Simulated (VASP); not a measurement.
# Zn: single point with PBEsol

Crystal: Zn.

```
Zn
1.0
     2.29802   -1.32571    0.00000
     2.29802    1.32571    0.00000
    -1.61266    0.00000    7.39648
Zn
3
Direct
  0.77802 0.77802 0.33450
  0.22198 0.22198 0.66550
  0.00000 0.00000 0.00000
```

```yaml
Program: VASP 6.6.1
Task: single point
Functional: PBEsol
Potentials_or_basis: VASP PAW PBE potentials, release 64 (Zn)
Cutoff: 520 eV
k_mesh: 12 × 12 × 4
Occupations: fermi-dirac, width 0.05 eV
Spin: no spin polarisation
```

* Pressure: -4.0 GPa
* Largest force: 0.010 eV/Å
* Band gap on the k mesh: zero (band 18 reaches 4.30 eV, above the bottom of band 19 at -0.02 eV)

Forces in eV/Å, atoms in the order of the input:
```
Zn  -0.007  0.000 -0.008
Zn   0.007  0.000  0.008
Zn   0.000  0.000  0.000
```

Stress tensor (GPa, compression positive):
```
-5.50  0.00 -0.52
 0.00 -6.43  0.00
-0.52  0.00 -0.16
```

Levels at points of the mesh, in eV from the Fermi level:
| k point | band 16 | band 17 | band 18 | band 19 | band 20 | band 21 |
| --- | --- | --- | --- | --- | --- | --- |
| (0.00, 0.00, 0.00) | -7.17 | -6.91 | -6.88 | 1.54 | 1.59 | 13.61 |
| (0.50, 0.00, 0.00) | -2.89 | -2.25 | -1.67 | 0.42 | 1.06 | 1.89 |
| (0.50, 0.50, 0.00) | -2.58 | -2.39 | -1.97 | -0.41 | 1.99 | 3.40 |
| (0.00, 0.00, 0.50) | -7.13 | -7.13 | -3.78 | -3.10 | 7.73 | 7.81 |
| (0.50, 0.00, 0.50) | -2.61 | -2.36 | -1.96 | -0.27 | 1.82 | 3.22 |
| (0.50, 0.50, 0.50) | -2.92 | -2.29 | -1.58 | 0.55 | 0.88 | 1.70 |

It took 59 s on 1 thread of Intel(R) Xeon(R) 6975P-C (Granite Rapids) (shared host), peak memory 0.25 GiB.

Caveat: the PAW data sets were made with another functional, which shifts forces and pressure a little.
